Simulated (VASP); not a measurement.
# Pt (Fm-3m) in VASP: notebook

The runs below take Pt through single point, with PBEsol.

All numbers are computed with VASP 6.6.1; they aren't measurements. Logs are shortened: lines on timing, memory, paths and dates and some standing lists are left out, and cuts for length are marked.

## (1) The cell of the first run

Symmetry: Fm-3m, No. 225, cubic system. Conventional cell: a = 3.733 Å, b = 3.733 Å, c = 3.733 Å, α = 90.00°, β = 90.00°, γ = 90.00°. Pt (site symmetry m-3m) has 12 Pt at 2.64 Å within 3.5 Å.

## (2) Single point, PBEsol (13.01 Å³/atom)

INCAR

```
PREC = Accurate
ENCUT = 520
EDIFF = 1E-6
ISMEAR = 0
SIGMA = 0.15
LREAL = F
LASPH = T
NELM = 100
ALGO = Normal
ISIF = 2
LWAVE = F
LCHARG = F
GGA = PS
NBANDS = 11
```

KPOINTS

```
Automatic mesh
0
Gamma
  22 22 22
```

POSCAR

```
Pt
1.0
    0.0000000000      1.8665426505      1.8665426505
    1.8665426505      0.0000000000      1.8665426505
    1.8665426505      1.8665426505      0.0000000000
Pt
1
Direct
    0.0000000000      0.0000000000      0.0000000000
```

Potentials or basis: VASP PAW PBE potentials, release 64 (Pt).

Started as:

```bash
> cat potpaw_PBE.64/Pt/POTCAR > POTCAR
> mpirun -np 1 vasp_std > vasp.out
```

OUTCAR:

```text
PREC = Accurate
   ENCUT = 520
   EDIFF = 1E-6
   ISMEAR = 0
   LREAL = F
   LASPH = T
   NELM = 100
   ISIF = 2
   GGA = PS

 ion  position               nearest neighbor table
   1  0.000  0.000  0.000-

  LATTYP: Found a face centered cubic cell.
 ALAT       =     3.7330853010

  Lattice vectors:

 A1 = (   0.0000000000,   1.8665426505,   1.8665426505)
 A2 = (   1.8665426505,   0.0000000000,   1.8665426505)
 A3 = (   1.8665426505,   1.8665426505,   0.0000000000)

Analysis of symmetry for initial positions (statically):
=====================================================================
 Subroutine PRICEL returns:
 Original cell was already a primitive cell.

 Routine SETGRP: Setting up the symmetry group for a
 face centered cubic supercell.

 Subroutine GETGRP returns: Found 48 space group operations
 (whereof 48 operations were pure point group operations)
 out of a pool of 48 trial point group operations.

The static configuration has the point symmetry O_h .

Analysis of symmetry for dynamics (positions and initial velocities):
=====================================================================
 Subroutine PRICEL returns:
 Original cell was already a primitive cell.

 Routine SETGRP: Setting up the symmetry group for a
 face centered cubic supercell.

 Subroutine GETGRP returns: Found 48 space group operations
 (whereof 48 operations were pure point group operations)
 out of a pool of 48 trial point group operations.

The dynamic configuration has the point symmetry O_h .

 Subroutine INISYM returns: Found 48 space group operations
 (whereof 48 operations are pure point group operations),
 and found     1 'primitive' translations

----------------------------------------------------------------------------------------

                                     Primitive cell

  volume of cell :      13.0060

  direct lattice vectors                    reciprocal lattice vectors
     0.000000000  1.866542651  1.866542651    -0.267874940  0.267874940  0.267874940
     1.866542651  0.000000000  1.866542651     0.267874940 -0.267874940  0.267874940
     1.866542651  1.866542651  0.000000000     0.267874940  0.267874940 -0.267874940

  length of vectors
     2.639689931  2.639689931  2.639689931     0.463973006  0.463973006  0.463973006

  position of ions in fractional coordinates (direct lattice)
     0.000000000  0.000000000  0.000000000

  ion indices of the primitive-cell ions
   primitive index   ion index
[... 73 lines left out ...]
   EDIFF  = 0.1E-05   stopping-criterion for ELM
   LREAL  =      F    real-space projection
   EDIFFG = 0.1E-04   stopping-criterion for IOM
   NSW    =      0    number of steps for IOM
   IBRION =     -1    ionic relax: 0-MD 1-quasi-New 2-CG
   NFREE  =      0    steps in history (QN), initial steepest desc. (CG)
   ISIF   =      2    stress and relaxation
   ISYM   =      2    0-nonsym 1-usesym 2-fastsym
   POTIM  = 0.5000    time-step for ionic-motion
   TEBEG  =    0.0;   TEEND  =   0.0 temperature during run
   PSTRESS=    0.0 pullay stress
   NELECT =      10.0000    total number of electrons
   NUPDOWN=      -1.0000    fix difference up-down
   EMIN   =  10.00;   EMAX   =-10.00  energy-range for DOS
   EFERMI =   0.00;   METHOD = LEGACY
   ISMEAR =     0;   SIGMA  =   0.15  broadening in eV -4-tet -1-fermi 0-gaus
   EFERMI_NEDOS =   21; number of points for ismear=-14 and -15
   IALGO  =     38    algorithm
   IMIX   =      4    mixing-type and parameters
     AMIX     =   0.40;   BMIX     =  1.00
     AMIX_MAG =   1.60;   BMIX_MAG =  1.00
  volume/ion in A,a.u.               =      13.01        87.77
  Fermi-wavevector in a.u.,A,eV,Ry     =   1.499778  2.834169 30.604039  2.249333
  Thomas-Fermi vector in A             =   2.611364
   LORBIT       =      0    0 simple, 1 ext, 2 COOP (PROOUT), +10 PAW based schemes
   GGA     = PS    functional components
   LHFCALC =     F    Hartree Fock is set to
   AEXX    =    0.0000 exact exchange contribution
   IVDW    =     0    specifies the selected vdW correction
   LEPSILON=     F    determine dielectric tensor
   LRPA    =     F    only Hartree local field effects (RPA)
 non-spin polarized calculation
 Gauss-broadening in eV      SIGMA  =   0.15
  energy-cutoff  :      520.00
  volume of cell :       13.01
 maximum number of plane-waves:       362
   NGX =  9   NGY =  9   NGZ =  9

 number of electron      10.0000000 magnetization

 Free energy of the ion-electron system (eV)
  ---------------------------------------------------
  ext. energy  EPLUGINS =         0.00000000
  ---------------------------------------------------
  free energy    TOTEN  =        -6.64302284 eV

  energy without entropy =       -6.62734432  energy(sigma->0) =       -6.63518358

 E-fermi :  14.2019     XC(G=0): -14.5166

 val. band max:       14.1801256385   @ k =   0.4545   0.0000   0.0000
 cond. band min:      14.2040935818   @ k =  -0.4545   0.1364   0.0455
 fundamental gap:      0.0239679433
 Fermi energy:        14.2019098872

 k-point     1 :       0.0000    0.0000    0.0000
  band No.  band energies     occupation
      1       2.1130      2.00000
      2       9.3653      2.00000
      3       9.3653      2.00000
      4       9.3653      2.00000
      5      12.1391      2.00000
      6      12.1391      2.00000
      7      28.2496      0.00000
      8      34.0757      0.00000
      9      34.0757      0.00000
     10      34.0757      0.00000
     11      39.9391      0.00000
[... 309 lines left out ...]
 k-point    24 :      -0.4545    0.0455    0.0000
  band No.  band energies     occupation
      1       5.1966      2.00000
      2       9.2121      2.00000
      3       9.3403      2.00000
      4      12.3749      2.00000
      5      14.1510      1.36906
      6      14.8421      0.00000
      7      21.4574      0.00000
      8      28.0836      0.00000
      9      33.8695      0.00000
     10      34.3121      0.00000
     11      44.6180      0.00000

 [... further k-points ...]
[... 5 lines left out ...]
  --------------------------------------------------------------------------------------
  -------------------------------------------------------------------------------------
  Total        4.9658082      4.9658082      4.9658082      0.0000000      0.0000000     -0.0000000
  in kB      611.7257724    611.7257724    611.7257724      0.0000000      0.0000000     -0.0000000
  external PRESSURE =     611.7257724 kB  Pullay stress =       0.0000000 kB

 VOLUME and BASIS-vectors are now :
 -----------------------------------------------------------------------------
  energy-cutoff  :      520.00
  volume of cell :       13.01
      direct lattice vectors                 reciprocal lattice vectors
     0.000000000  1.866542651  1.866542651    -0.267874940  0.267874940  0.267874940
     1.866542651  0.000000000  1.866542651     0.267874940 -0.267874940  0.267874940
     1.866542651  1.866542651  0.000000000     0.267874940  0.267874940 -0.267874940

 POSITION                                       TOTAL-FORCE (eV/Angst)
 -----------------------------------------------------------------------------------
      0.00000      0.00000      0.00000         0.000000      0.000000      0.000000
 -----------------------------------------------------------------------------------
    total drift:                               -0.000000      0.000000      0.000000

  FREE ENERGIE OF THE ION-ELECTRON SYSTEM (eV)
  ---------------------------------------------------
  free  energy   TOTEN  =        -6.6430228426 eV

  energy  without entropy=       -6.6273443210  energy(sigma->0) =       -6.63518358
```

OSZICAR:

```text
N       E                     dE             d eps       ncg     rms          rms(c)
DAV:   1     0.406569996504E+02    0.40657E+02   -0.54825E+03  7304   0.860E+02
DAV:   2    -0.645513133658E+01   -0.47112E+02   -0.45325E+02  8292   0.187E+02
DAV:   3    -0.705380157773E+01   -0.59867E+00   -0.59645E+00  8493   0.198E+01
DAV:   4    -0.705587669703E+01   -0.20751E-02   -0.20750E-02  8438   0.136E+00
DAV:   5    -0.705589047565E+01   -0.13779E-04   -0.13777E-04  8555   0.101E-01    0.206E+01
DAV:   6    -0.671547796770E+01    0.34041E+00   -0.57101E-01  8047   0.633E+00    0.109E+01
DAV:   7    -0.664842481631E+01    0.67053E-01   -0.20415E-01  8440   0.365E+00    0.255E+00
DAV:   8    -0.664320867971E+01    0.52161E-02   -0.11987E-02  7891   0.103E+00    0.594E-01
DAV:   9    -0.664301687118E+01    0.19181E-03   -0.17127E-04  8362   0.127E-01    0.174E-02
DAV:  10    -0.664302268215E+01   -0.58110E-05   -0.40605E-06  9340   0.136E-02    0.305E-03
DAV:  11    -0.664302284260E+01   -0.16045E-06   -0.56378E-08  4628   0.231E-03
   1 F= -.66430228E+01 E0= -.66351836E+01  d E =-.156785E-01
```

stdout:

```text
POSCAR found type information on POSCAR Pt
 POSCAR found :  1 types and       1 ions
 scaLAPACK will be used
 -----------------------------------------------------------------------------
|                                                                             |
|                                                                             |
|     You enforced a specific xc type in the INCAR file but a different       |
|     I HOPE YOU KNOW WHAT YOU ARE DOING!                                     |
|                                                                             |
 -----------------------------------------------------------------------------

 LDA part: xc-table for (Slater+PW92), standard interpolation
 POSCAR, INCAR and KPOINTS ok, starting setup
 FFT: planning ... GRIDC
 FFT: planning ... GRID_SOFT
 FFT: planning ... GRID
 WAVECAR not read
 entering main loop
```

Wall time 45 s (1 thread of Intel Xeon 8259CL, shared host); peak memory 0.16 GiB.

What came out:

```yaml
Free_energy: -6.6430 eV
Pressure: 61.2 GPa
Band_gap_on_the_k_mesh: zero (bands 5 and 6 overlap by 2.90 eV)
```

Caveat: the cell stands under pressure; the PAW data sets were made with another functional, which shifts forces and pressure a little; spin-orbit coupling is left out, which moves the levels of the heavy elements.

[end of part 1 of 2]
